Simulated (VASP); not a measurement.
Write the native input for VASP 6.6.1 that does the following.

```yaml
Task: relaxation of cell and atoms
Functional: PBEsol
Potentials_or_basis: VASP PAW PBE potentials, release 64 (Li_sv)
Cutoff: 600 eV
k_mesh: 9 × 9 × 9
Occupations: fermi-dirac, width 0.1 eV
Spin: no spin polarisation
Dipole_correction: no
Further_INCAR_settings: ALGO = Normal; EDIFF = 1e-06; IBRION = 2; EDIFFG = -0.02; NSW = 80; ISIF = 3
```

The structure of Li lies in POSCAR:

```
Li
1.0
    0.0000000000      2.1594625507      2.1594625507
    2.1594625507      0.0000000000      2.1594625507
    2.1594625507      2.1594625507      0.0000000000
Li
1
Direct
    0.0000000000      0.0000000000      0.0000000000
```

This isn't the form of Li at room conditions, which is bcc.

One way to write it, as run:

INCAR

```
PREC = Accurate ; ENCUT = 600
EDIFF = 1E-6 ; ISMEAR = -1
SIGMA = 0.1 ; LREAL = F
LASPH = T ; NELM = 100
ALGO = Normal ; ISIF = 3
LWAVE = F ; LCHARG = F
GGA = PS ; IBRION = 2
NSW = 80 ; EDIFFG = -0.02
```

KPOINTS

```
Automatic mesh
0
Gamma
  9 9 9
```

Potentials or basis: VASP PAW PBE potentials, release 64 (Li_sv).

Run with:

```console
$ cat potpaw_PBE.64/Li_sv/POTCAR > POTCAR
$ mpirun -np 1 vasp_std > vasp.out
```

Results of the run:

| Item | Value |
| --- | --- |
| Pressure after relaxing | -0.1 GPa |
| Band gap on the k mesh | zero (an odd number of electrons rules out a gap without spin polarisation) |

Caveat: the cutoff is under 1.25 times the usual one of these potentials, so pressure, stress and relaxed cells hold a basis-set (Pulay) error; the PAW data sets were made with another functional, which shifts forces and pressure a little.

Run time: 3 s on 1 thread of Intel(R) Xeon(R) 6975P-C (Granite Rapids), on a shared host, peak memory 0.12 GiB.
